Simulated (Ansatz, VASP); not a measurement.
Se in VASP and in Ansatz

```xyz
1
Lattice="-1.6868 1.6868 1.6868 1.6868 -1.6868 1.6868 1.6868 1.6868 -1.6868" Properties=species:S:1:pos:R:3 pbc="T T T"
Se    0.0000    0.0000    0.0000
```

Alike in both runs: task single point; functional PBEsol; k mesh 10 × 10 × 10; occupations fermi-dirac, width 0.05 eV; no spin polarisation.

```csv
,VASP,Ansatz
version,VASP 6.6.1,Ansatz 0.2.0
potentials or method,"VASP PAW PBE potentials, release 64 (Se), cutoff 500 eV","plane waves, PAW"
valence electrons in the cell,6,16
```

Ansatz gave:

| Quantity | Value |
| --- | --- |
| pressure (GPa) | 0.0 |

Task: What did VASP give for the same quantities?

Result: Pressure (GPa): 0.1.

VASP's potentials were made for PBE, not for PBEsol. VASP's potentials hold 6 valence electrons a cell and Ansatz's 16, so a difference there can come from the potentials and not from the codes.
